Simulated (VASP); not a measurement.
**Pb: single point with PBEsol**

Pb:

```
CELL_PARAMETERS angstrom
0.00000 2.39772 2.39772
2.39772 0.00000 2.39772
2.39772 2.39772 0.00000
ATOMIC_POSITIONS crystal
Pb 0.00000 0.00000 0.00000
```

| Item | Value |
| --- | --- |
| Program | VASP 6.6.1 |
| Task | single point |
| Functional | PBEsol |
| Potentials or basis | VASP PAW PBE potentials, release 64 (Pb_d) |
| Cutoff | 520 eV |
| k mesh | 9 × 9 × 9 |
| Occupations | fermi-dirac, width 0.05 eV |
| Spin | no spin polarisation |
| Dipole correction | no |
| Further INCAR settings | ALGO = Normal; EDIFF = 1e-06; NBANDS = 13 |

The pressure is 4.9 GPa and the band gap on the k mesh is zero (band 7 reaches 16.40 eV, above the bottom of band 8 at 6.46 eV).

Levels at points of the mesh, in eV from the Fermi level:
| k point | band 5 | band 6 | band 7 | band 8 | band 9 | band 10 |
| --- | --- | --- | --- | --- | --- | --- |
| (0.00, 0.00, 0.00) | -16.68 | -12.26 | 8.38 | 8.38 | 8.38 | 10.01 |

Wall time 19 s on 1 thread of Intel Xeon 8259CL, on a shared host, peak memory 0.16 GiB.

Caveat: the PAW data sets were made with another functional, which shifts forces and pressure a little; spin-orbit coupling is left out, which moves the levels of the heavy elements.
